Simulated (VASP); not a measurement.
Input of a VASP 6.6.1 run:

INCAR

```
ALGO = Normal ; EDIFF = 1E-7
ENCUT = 520 ; GGA = PE
ISIF = 2 ; ISMEAR = 0
LASPH = T ; LCHARG = T
LELF = T ; LREAL = F
LVHAR = T ; LWAVE = F
NBANDS = 24 ; NELM = 60
PREC = Accurate ; SIGMA = 0.1
```

KPOINTS

```
k-points
0
Gamma
  18 18 18
```

Contents of POSCAR:

```
TaWC2
1.0
    1.5659614544      0.9041082672      5.1002135606
   -1.5659614544      0.9041082672      5.1002135606
    0.0000000000     -1.8082165344      5.1002135606
Ta W C
1 1 2
Direct
    0.5000000000      0.5000000000      0.5000000000
    0.0000000000      0.0000000000      0.0000000000
    0.7487916254      0.7487916254      0.7487916254
    0.2512083746      0.2512083746      0.2512083746
```

Potentials or basis: VASP PAW PBE potentials, release 64 (Ta_pv, W_sv, C).

The run is started by

```bash
$ cat potpaw_PBE.64/Ta_pv/POTCAR potpaw_PBE.64/W_sv/POTCAR potpaw_PBE.64/C/POTCAR > POTCAR
$ mpirun -np 1 vasp_std > vasp.out
```

**Question.** What does it give for the pressure?

**Answer.** 0.8 GPa.

**Question.** What does it give for the band gap on the k mesh?

**Answer.** Zero (an odd number of electrons rules out a gap without spin polarisation).

**Question.** What does it give for the largest force?

**Answer.** 0.008 eV/Å.

Forces in eV/Å, atoms in the order of the input:
```
Ta   0.000  0.000  0.000
W    0.000  0.000  0.000
C    0.000  0.000 -0.008
C    0.000  0.000  0.008
```

Caveat: spin-orbit coupling is left out, which moves the levels of the heavy elements.
